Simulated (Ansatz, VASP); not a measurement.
## Rb in VASP and in Ansatz

```
Rb
1.0
    -2.91824    2.91824    3.03048
     2.91824   -2.91824    3.03048
     2.91824    2.91824   -3.03048
Rb
1
Cartesian
  0.0000 0.0000 0.0000
```

Change from the starting cell: strain +0.040 along x and y, +0.080 along z, atoms carried along.

Alike in both runs: task single point; functional PBE; k mesh 12 × 12 × 12; occupations gaussian, width 0.15 eV; no spin polarisation.

|  | VASP | Ansatz |
| --- | --- | --- |
| version | VASP 6.6.1 | Ansatz 0.2.0 |
| potentials or method | VASP PAW PBE potentials, release 64 (Rb_sv), cutoff 520 eV | scalar-relativistic, plane waves, PAW |
| valence electrons in the cell | 9 | 9 |

```tsv
	VASP	Ansatz	Ansatz less VASP
gap on the k mesh at the Fermi level (eV)	none	none	-
pressure (GPa)	-0.3	-0.3	+0.01
```

A gap of «none» marks a metal or a gap that the smearing closes. The functional is the same, so the differences come from potentials, cutoffs and numerics.
